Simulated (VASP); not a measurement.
# PbO2 (Fm-3m) in VASP: notebook

The runs below take PbO2 through electric field gradients, with PBE.

Program: VASP 6.6.1. These are calculated values, not measurements. Logs are shortened: lines on timing, memory, paths and dates and some standing lists are left out, and cuts for length are marked.

## Step 1: The cell of the first run

The structure is cubic, space group Fm-3m (No. 225). Conventional cell: a = 5.410 Å, b = 5.410 Å, c = 5.410 Å, α = 90.00°, β = 90.00°, γ = 90.00°. Within 3.1 Å of Pb (site symmetry m-3m) lie 8 O at 2.34 Å. Within 3.1 Å of O (site symmetry -43m) lie 4 Pb at 2.34 Å and 6 O at 2.70 Å.

## Step 2: Electric field gradients, PBE

File INCAR:

```
SYSTEM = PbO2
PREC = Accurate
ENCUT = 520
EDIFF = 1E-8
ISMEAR = -1
SIGMA = 0.02
LREAL = .FALSE.
LASPH = .TRUE.
NELM = 80
ALGO = Normal
ISIF = 2
LWAVE = .FALSE.
LCHARG = .FALSE.
GGA = PE
LEFG = .TRUE.
NBANDS = 20
```

File KPOINTS:

```
regular mesh
0
G
  9 9 9
  0 0 0
```

File POSCAR:

```
PbO2
1.0
    0.0000000000      2.7048413965      2.7048413965
    2.7048413965      0.0000000000      2.7048413965
    2.7048413965      2.7048413965      0.0000000000
Pb O
1 2
Direct
    0.0000000000      0.0000000000      0.0000000000
    0.2500000000      0.2500000000      0.2500000000
    0.7500000000      0.7500000000      0.7500000000
```

Potentials or basis: VASP PAW PBE potentials, release 64 (Pb_d, O).

Command:

```bash
cat potpaw_PBE.64/Pb_d/POTCAR potpaw_PBE.64/O/POTCAR > POTCAR
mpirun -np 1 vasp_std > vasp.out
```

OUTCAR:

```text
SYSTEM = PbO2
   PREC = Accurate
   ENCUT = 520
   EDIFF = 1E-8
   ISMEAR = -1
   LREAL = .FALSE.
   LASPH = .TRUE.
   NELM = 80
   ISIF = 2
   GGA = PE

 ion  position               nearest neighbor table
   1  0.000  0.000  0.000-   3 2.34   3 2.34   3 2.34   2 2.34   2 2.34   2 2.34   3 2.34   2 2.34

   2  0.250  0.250  0.250-   1 2.34   1 2.34   1 2.34   1 2.34
   3  0.750  0.750  0.750-   1 2.34   1 2.34   1 2.34   1 2.34

  LATTYP: Found a face centered cubic cell.
 ALAT       =     5.4096827930

  Lattice vectors:

 A1 = (   0.0000000000,   2.7048413965,   2.7048413965)
 A2 = (   2.7048413965,   0.0000000000,   2.7048413965)
 A3 = (   2.7048413965,   2.7048413965,   0.0000000000)

Analysis of symmetry for initial positions (statically):
=====================================================================
 Subroutine PRICEL returns:
 Original cell was already a primitive cell.

 Routine SETGRP: Setting up the symmetry group for a
 face centered cubic supercell.

 Subroutine GETGRP returns: Found 48 space group operations
 (whereof 48 operations were pure point group operations)
 out of a pool of 48 trial point group operations.

The static configuration has the point symmetry O_h .

Analysis of symmetry for dynamics (positions and initial velocities):
=====================================================================
 Subroutine PRICEL returns:
 Original cell was already a primitive cell.

 Routine SETGRP: Setting up the symmetry group for a
 face centered cubic supercell.

 Subroutine GETGRP returns: Found 48 space group operations
 (whereof 48 operations were pure point group operations)
 out of a pool of 48 trial point group operations.

The dynamic configuration has the point symmetry O_h .

 Subroutine INISYM returns: Found 48 space group operations
 (whereof 48 operations are pure point group operations),
 and found     1 'primitive' translations

----------------------------------------------------------------------------------------

                                     Primitive cell

  volume of cell :      39.5781

  direct lattice vectors                    reciprocal lattice vectors
     0.000000000  2.704841396  2.704841396    -0.184853722  0.184853722  0.184853722
     2.704841396  0.000000000  2.704841396     0.184853722 -0.184853722  0.184853722
     2.704841396  2.704841396  0.000000000     0.184853722  0.184853722 -0.184853722

  length of vectors
     3.825223387  3.825223387  3.825223387     0.320176039  0.320176039  0.320176039

  position of ions in fractional coordinates (direct lattice)
     0.000000000  0.000000000  0.000000000
     0.250000000  0.250000000  0.250000000
     0.750000000  0.750000000  0.750000000

  ion indices of the primitive-cell ions
   primitive index   ion index
                 1           1
                 2           2
                 3           3

----------------------------------------------------------------------------------------

 KPOINTS: regular mesh

Automatic generation of k-mesh.
 Grid dimensions read from file:
 generate k-points for:    9    9    9

 Generating k-lattice:

  Cartesian coordinates                     Fractional coordinates (reciprocal lattice)
    -0.020539302  0.020539302  0.020539302     0.111111111  0.000000000  0.000000000
     0.020539302 -0.020539302  0.020539302     0.000000000  0.111111111  0.000000000
     0.020539302  0.020539302 -0.020539302     0.000000000  0.000000000  0.111111111

  Length of vectors
     0.035575115  0.035575115  0.035575115

  Shift w.r.t. Gamma in fractional coordinates (k-lattice)
     0.000000000  0.000000000  0.000000000

 Subroutine IBZKPT returns following result:
 ===========================================

 Found     35 irreducible k-points:

 Following reciprocal coordinates:
            Coordinates               Weight
  0.000000  0.000000  0.000000      1.000000
  0.111111  0.000000  0.000000      8.000000
  0.222222  0.000000  0.000000      8.000000
  0.333333  0.000000  0.000000      8.000000
  0.444444  0.000000  0.000000      8.000000
  0.111111  0.111111  0.000000      6.000000
[... 16 lines left out ...]
 -0.333333  0.333333  0.000000     12.000000
  0.444444  0.444444  0.000000      6.000000
 [... further k-points ...]
   k-points           NKPTS =     35   k-points in BZ     NKDIM =     35   number of bands    NBANDS=     20
   number of dos      NEDOS =    301   number of ions     NIONS =      3
   total plane-waves  NPLWV =  21952
   dimension x,y,z NGX =    28 NGY =   28 NGZ =   28
   dimension x,y,z NGXF=    56 NGYF=   56 NGZF=   56
   ions per type =               1   2
   NGX,Y,Z   is equivalent  to a cutoff of  12.17, 12.17, 12.17 a.u.
   NGXF,Y,Z  is equivalent  to a cutoff of  24.34, 24.34, 24.34 a.u.
 SYSTEM =  PbO2
   PREC   = accura    normal or accurate (medium, high low for compatibility)
   ISTART =      0    job   : 0-new  1-cont  2-samecut
   ICHARG =      2    charge: 1-file 2-atom 10-const
   ISPIN  =      1    spin polarized calculation?
   LNONCOLLINEAR =      F non collinear calculations
   LSORBIT =      F    spin-orbit coupling
   LASPH  =      T    aspherical Exc in radial PAW
   ENCUT  =  520.0 eV  38.22 Ry    6.18 a.u.   7.11  7.11  7.11*2*pi/ulx,y,z
   NELM   =     80;   NELMIN=  2; NELMDL= -5     # of ELM steps
   EDIFF  = 0.1E-07   stopping-criterion for ELM
   LREAL  =      F    real-space projection
   EDIFFG = 0.1E-06   stopping-criterion for IOM
   NSW    =      0    number of steps for IOM
   IBRION =     -1    ionic relax: 0-MD 1-quasi-New 2-CG
   NFREE  =      0    steps in history (QN), initial steepest desc. (CG)
   ISIF   =      2    stress and relaxation
   ISYM   =      2    0-nonsym 1-usesym 2-fastsym
   POTIM  = 0.5000    time-step for ionic-motion
   TEBEG  =    0.0;   TEEND  =   0.0 temperature during run
   PSTRESS=    0.0 pullay stress
   NELECT =      26.0000    total number of electrons
   NUPDOWN=      -1.0000    fix difference up-down
   EMIN   =  10.00;   EMAX   =-10.00  energy-range for DOS
   EFERMI =   0.00;   METHOD = LEGACY
   ISMEAR =    -1;   SIGMA  =   0.02  broadening in eV -4-tet -1-fermi 0-gaus
   EFERMI_NEDOS =   21; number of points for ismear=-14 and -15
   IALGO  =     38    algorithm
   IMIX   =      4    mixing-type and parameters
     AMIX     =   0.40;   BMIX     =  1.00
     AMIX_MAG =   1.60;   BMIX_MAG =  1.00
  volume/ion in A,a.u.               =      13.19        89.03
  Fermi-wavevector in a.u.,A,eV,Ry     =   1.423140  2.689344 27.556234  2.025326
  Thomas-Fermi vector in A             =   2.543769
   LORBIT       =      0    0 simple, 1 ext, 2 COOP (PROOUT), +10 PAW based schemes
   GGA     = PE    functional components
   LHFCALC =     F    Hartree Fock is set to
   AEXX    =    0.0000 exact exchange contribution
   IVDW    =     0    specifies the selected vdW correction
   LEPSILON=     F    determine dielectric tensor
   LRPA    =     F    only Hartree local field effects (RPA)
 non-spin polarized calculation
  energy-cutoff  :      520.00
  volume of cell :       39.58
 maximum number of plane-waves:      1075
   NGX = 15   NGY = 15   NGZ = 15

 number of electron      25.9999987 magnetization

 Free energy of the ion-electron system (eV)
  ---------------------------------------------------
  ext. energy  EPLUGINS =         0.00000000
  ---------------------------------------------------
  free energy    TOTEN  =       -15.61164893 eV

  energy without entropy =      -15.60993125  energy(sigma->0) =      -15.61079009

 E-fermi :   5.5402     XC(G=0): -11.1269

 val. band max:        5.5356050956   @ k =  -0.3333   0.4444   0.2222
 cond. band min:       6.0886582084   @ k =  -0.1111   0.1111   0.0000
 fundamental gap:      0.5530531128
 Fermi energy:         5.5402499548

 k-point     1 :       0.0000    0.0000    0.0000
  band No.  band energies     occupation
      1     -12.8892      2.00000
      2     -10.1013      2.00000
      3     -10.0854      2.00000
      4     -10.0854      2.00000
      5     -10.0854      2.00000
      6      -9.8564      2.00000
[... 12 lines left out ...]
     19      21.1574      0.00000
     20      21.1574      0.00000

 k-point     2 :       0.1111    0.0000    0.0000
  band No.  band energies     occupation
      1     -12.7912      2.00000
      2     -10.6878      2.00000
      3     -10.0710      2.00000
      4     -10.0710      2.00000
      5      -9.8573      2.00000
      6      -9.8573      2.00000
[... 12 lines left out ...]
     19      21.0489      0.00000
     20      21.0489      0.00000

 k-point     3 :       0.2222    0.0000    0.0000
  band No.  band energies     occupation
      1     -12.5438      2.00000
      2     -11.1508      2.00000
      3     -10.0405      2.00000
      4     -10.0405      2.00000
      5      -9.8530      2.00000
      6      -9.8530      2.00000
[... 12 lines left out ...]
     19      20.8553      0.00000
     20      20.8553      0.00000

 k-point     4 :       0.3333    0.0000    0.0000
  band No.  band energies     occupation
      1     -12.3188      2.00000
      2     -11.3411      2.00000
      3     -10.0202      2.00000
      4     -10.0202      2.00000
      5      -9.8324      2.00000
      6      -9.8324      2.00000
[... 12 lines left out ...]
     19      20.7209      0.00000
     20      20.7209      0.00000

 k-point     5 :       0.4444    0.0000    0.0000
  band No.  band energies     occupation
      1     -12.2749      2.00000
      2     -11.2575      2.00000
      3     -10.0157      2.00000
      4     -10.0157      2.00000
      5      -9.8095      2.00000
      6      -9.8095      2.00000
[... 12 lines left out ...]
     19      20.6551      0.00000
     20      20.6551      0.00000
[... 353 lines left out ...]
      6      -9.7716      2.00000
[... 12 lines left out ...]
     19      21.7597      0.00000
     20      23.0787      0.00000

 k-point    22 :      -0.4444    0.3333    0.0000
  band No.  band energies     occupation
      1     -12.0194      2.00000
      2     -11.6925      2.00000
      3      -9.9433      2.00000
      4      -9.8770      2.00000
      5      -9.8127      2.00000
      6      -9.4612      2.00000
[... 12 lines left out ...]
     19      21.9129      0.00000
     20      22.6724      0.00000

 k-point    23 :      -0.3333    0.3333    0.0000
  band No.  band energies     occupation
      1     -11.9888      2.00000
      2     -11.7537      2.00000
      3      -9.9183      2.00000
      4      -9.8927      2.00000
      5      -9.8436      2.00000
      6      -9.0942      2.00000
[... 12 lines left out ...]
     19      21.1683      0.00000
     20      23.2192      0.00000

 k-point    24 :       0.4444    0.4444    0.0000
  band No.  band energies     occupation
      1     -12.0758      2.00000
      2     -11.5579      2.00000
      3      -9.9721      2.00000
      4      -9.8449      2.00000
      5      -9.8449      2.00000
      6      -9.7949      2.00000
[... 12 lines left out ...]
     19      21.7558      0.00000
     20      22.4939      0.00000

 [... further k-points ...]

------------------------ aborting loop because EDIFF is reached ----------------------------------------

  FORCE on cell =-STRESS in cart. coord.  units (eV):
  Direction    XX          YY          ZZ          XY          YZ          ZX
  --------------------------------------------------------------------------------------
  -------------------------------------------------------------------------------------
  Total        0.0364465      0.0364465      0.0364465      0.0000000      0.0000000      0.0000000
  in kB        1.4754062      1.4754062      1.4754062      0.0000000      0.0000000      0.0000000
  external PRESSURE =       1.4754062 kB  Pullay stress =       0.0000000 kB

 VOLUME and BASIS-vectors are now :
 -----------------------------------------------------------------------------
  energy-cutoff  :      520.00
  volume of cell :       39.58
      direct lattice vectors                 reciprocal lattice vectors
     0.000000000  2.704841396  2.704841396    -0.184853722  0.184853722  0.184853722
     2.704841396  0.000000000  2.704841396     0.184853722 -0.184853722  0.184853722
     2.704841396  2.704841396  0.000000000     0.184853722  0.184853722 -0.184853722

 POSITION                                       TOTAL-FORCE (eV/Angst)
 -----------------------------------------------------------------------------------
      0.00000      0.00000      0.00000        -0.000000      0.000000     -0.000000
      1.35242      1.35242      1.35242        -0.000000     -0.000000     -0.000000
      4.05726      4.05726      4.05726         0.000000     -0.000000      0.000000
 -----------------------------------------------------------------------------------
    total drift:                                0.000000      0.000000      0.000000

  FREE ENERGIE OF THE ION-ELECTRON SYSTEM (eV)
  ---------------------------------------------------
  free  energy   TOTEN  =       -15.6116489309 eV

  energy  without entropy=      -15.6099312471  energy(sigma->0) =      -15.61079009

 Electric field gradients (V/A^2)
---------------------------------------------------------------------
 ion       V_xx      V_yy      V_zz      V_xy      V_xz      V_yz
---------------------------------------------------------------------
   1      -0.000     0.000     0.000     0.001     0.001     0.001
   2      -0.000    -0.000    -0.000     0.004     0.004     0.004
   3      -0.000    -0.000    -0.000     0.004     0.004     0.004
---------------------------------------------------------------------

 Electric field gradients after diagonalization (V/A^2)
 (convention: |V_zz| > |V_xx| > |V_yy|)
----------------------------------------------------------------------
 ion       V_xx      V_yy      V_zz     asymmetry (V_yy - V_xx)/ V_zz
----------------------------------------------------------------------
   1      -0.001    -0.001     0.002       0.000
   2      -0.004    -0.004     0.007       0.000
   3      -0.004    -0.004     0.007       0.000
----------------------------------------------------------------------

           NMR quadrupolar parameters

 Cq : quadrupolar parameter    Cq=e*Q*V_zz/h
 eta: asymmetry parameters     (V_yy - V_xx)/ V_zz
 Q  : nuclear electric quadrupole moment in mb (millibarn)
----------------------------------------------------------------------
 ion       Cq(MHz)       eta       Q (mb)
----------------------------------------------------------------------
   1       0.000       0.000       1.000
   2       0.000       0.000       1.000
   3       0.000       0.000       1.000
----------------------------------------------------------------------
```

Run time: 58 s. Hardware: 1 thread of AMD EPYC 7R13, shared host; peak memory 0.14 GiB.

Results:

* Free energy: -15.6116 eV
* Pressure: 0.1 GPa
* Band gap on the k mesh: zero (bands 13 and 14 overlap by 1.14 eV)
* Largest electric field gradient by atom: zero within the noise of the run

Caveat: spin-orbit coupling is left out, which moves the levels of the heavy elements.

[end of part 1 of 2]
